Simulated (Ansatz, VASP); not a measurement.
Sb in VASP and in Ansatz

The input INCAR:

```
PREC = Accurate
ENCUT = 520
EDIFF = 1E-6
ISMEAR = 0
SIGMA = 0.1
LREAL = False
LASPH = True
NELM = 100
ALGO = Normal
ISIF = 2
LWAVE = False
LCHARG = False
GGA = PS
NBANDS = 12
```

The input KPOINTS:

```
regular mesh
0
Gamma
  12 12 8
```

POSCAR

```
Sb
1.0
    3.3690001795      0.0000000000      0.0000000000
   -1.6845000898      2.9176397408      0.0000000000
    0.0000000000      0.0000000000      5.3300000000
Sb
2
Direct
    0.3333333333      0.6666666667      0.2500000000
    0.6666666667      0.3333333333      0.7584427767
```

Input for Ansatz:

```yaml
crystal:
  lattice:
    - [3.3690001795, 0.0, 0.0]
    - [-1.6845000898, 2.9176397408, 0.0]
    - [0.0, 0.0, 5.33]
  atoms:
    - { symbol: Sb, position: [0.3333333333, 0.6666666667, 0.25] }
    - { symbol: Sb, position: [0.6666666667, 0.3333333333, 0.7584427767] }
basis:
  ecutwfc: 420
kpoints:
  mp_grid: { grid: [12, 12, 8] }
hamiltonian:
  xc: pbesol
scf:
  occupations: { method: gaussian, width: 0.1 }
output:
  forces: true
  stress: true
  eigenvalues: true
  write_density: true
  write_potential: true
  elf: true
  volumetric_format: npy
```

Change from the starting cell: one atom moved.

Alike in both runs: task single point; functional PBEsol; k mesh 12 × 12 × 8; occupations gaussian, width 0.1 eV; no spin polarisation.

|  | VASP | Ansatz |
| --- | --- | --- |
| version | VASP 6.6.1 | Ansatz 0.2.0 |
| potentials or method | VASP PAW PBE potentials, release 64 (Sb), cutoff 520 eV | scalar-relativistic, plane waves, PAW |
| valence electrons in the cell | 10 | 30 |

Ansatz gave:

- gap on the k mesh at the Fermi level (eV): none
- pressure (GPa): -0.1
- traceless stress, the component that is largest in VASP (GPa): 1.85
- rms of the force components (eV/Å): 0.037

Problem. What did VASP give for the same quantities?

Solution. gap on the k mesh at the Fermi level (eV): none; pressure (GPa): -0.2; traceless stress, the component that is largest in VASP (GPa): 1.86; rms of the force components (eV/Å): 0.039.

VASP's potentials were made for PBE, not for PBEsol. Atom by atom the forces differ by 0.002 eV/Å (rms over components). A gap of «none» marks a metal or a gap that the smearing closes. VASP's potentials hold 10 valence electrons a cell and Ansatz's 30, so a difference there can come from the potentials and not from the codes.

Spin-orbit coupling is off throughout.
